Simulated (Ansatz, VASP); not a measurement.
## Two plane-wave programs on Sr

INCAR

```
SYSTEM = Sr
ALGO = Normal ; EDIFF = 1E-7
ENCUT = 520 ; GGA = PE
ISIF = 2 ; ISMEAR = 0
LASPH = .True. ; LCHARG = .False.
LREAL = .False. ; LWAVE = .False.
NBANDS = 11 ; NELM = 60
PREC = Accurate ; SIGMA = 0.1
```

Contents of KPOINTS:

```
k-points
0
Gamma
  12 12 12
  0 0 0
```

The input POSCAR:

```
Sr
1.0
    0.0000000000      3.1818962245      3.1818962245
    3.1818962245      0.0000000000      3.1818962245
    3.1818962245      3.1818962245      0.0000000000
Sr
1
Direct
    0.0000000000      0.0000000000      0.0000000000
```

Input for Ansatz:

```yaml
crystal:
  lattice:
    - [0.0, 3.1818962245, 3.1818962245]
    - [3.1818962245, 0.0, 3.1818962245]
    - [3.1818962245, 3.1818962245, 0.0]
  atoms:
    - { symbol: Sr, position: [0.0, 0.0, 0.0] }
basis:
  ecutwfc: 420
kpoints:
  mp_grid: { grid: [12, 12, 12] }
hamiltonian:
  xc: pbe
scf:
  occupations: { method: gaussian, width: 0.1 }
output:
  forces: true
  stress: true
  eigenvalues: true
  populations: true
  write_density: true
  write_potential: true
  elf: true
  volumetric_format: npy
```

Alike in both runs: task single point; functional PBE; k mesh 12 × 12 × 12; occupations gaussian, width 0.1 eV; no spin polarisation.

|  | VASP | Ansatz |
| --- | --- | --- |
| version | VASP 6.6.1 | Ansatz 0.2.0 |
| potentials or method | VASP PAW PBE potentials, release 64 (Sr_sv), cutoff 520 eV | scalar-relativistic, plane waves, PAW |
| valence electrons in the cell | 10 | 10 |

|  | VASP | Ansatz | Ansatz less VASP |
| --- | --- | --- | --- |
| gap on the k mesh at the Fermi level (eV) | none | none | - |
| pressure (GPa) | -1.4 | -1.4 | 0.00 |

A gap of «none» marks a metal or a gap that the smearing closes.
